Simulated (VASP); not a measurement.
A run of VASP 6.6.1 is set up as follows.

File INCAR:

```
SYSTEM = Eu
ALGO = Normal ; EDIFF = 1E-6
ENCUT = 520 ; GGA = PS
ISIF = 2 ; ISMEAR = 0
ISPIN = 2 ; LASPH = .TRUE.
LCHARG = .FALSE. ; LMAXMIX = 6
LORBIT = 11 ; LREAL = .FALSE.
LWAVE = .FALSE. ; MAGMOM = 7.67
NBANDS = 18 ; NELM = 150
PREC = Accurate ; SIGMA = 0.05
```

The input KPOINTS:

```
k-points
0
G
  14 14 14
  0 0 0
```

File POSCAR:

```
Eu
1.0
   -2.1173340907      2.1173340907      2.1173340907
    2.1173340907     -2.1173340907      2.1173340907
    2.1173340907      2.1173340907     -2.1173340907
Eu
1
Direct
    0.0000000000      0.0000000000      0.0000000000
```

Potentials or basis: VASP PAW PBE potentials, release 64 (Eu).

The run is started by

```bash
$ cat potpaw_PBE.64/Eu/POTCAR > POTCAR
$ mpirun -np 1 vasp_std > vasp.out
```

Q: What does it give for the site moments?

A: Eu +6.65 μB.

Q: Estimate the net moment.

A: 7.20 μB per cell.

Q: Predict the pressure.

A: -0.3 GPa.

Caveat: the PAW data sets were made with another functional, which shifts forces and pressure a little. The state reached can hang on the start; a lower one may exist.
